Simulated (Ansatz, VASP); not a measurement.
## KF in VASP and in Ansatz

```
K F
1.0
     0.00000   -2.71004   -2.71004
    -2.71004    0.00000   -2.71004
     2.71004    2.71004   -5.42008
K F
2 2
Direct
  0.00000 0.00000 0.00000
  0.50000 0.50000 0.50000
  0.25000 0.25000 0.25000
  0.75000 0.75000 0.75000
```

Alike in both runs: task single point; functional PBE; k mesh 6 × 6 × 6; occupations gaussian, width 0.1 eV; no spin polarisation.

|  | VASP | Ansatz |
| --- | --- | --- |
| version | VASP 6.6.1 | Ansatz 0.2.0 |
| potentials or method | VASP PAW PBE potentials, release 64 (K_sv, F), cutoff 520 eV | scalar-relativistic, plane waves, PAW |
| valence electrons in the cell | 32 | 32 |

|  | VASP | Ansatz | Ansatz less VASP |
| --- | --- | --- | --- |
| gap on the k mesh at the Fermi level (eV) | 5.95 | 5.96 | +0.015 |
| least direct gap on the mesh (eV) | 5.95 | 5.96 | +0.015 |
| pressure (GPa) | 0.0 | 0.0 | -0.01 |

With one functional, cell and mesh, what is left measures potentials, basis and numerics.
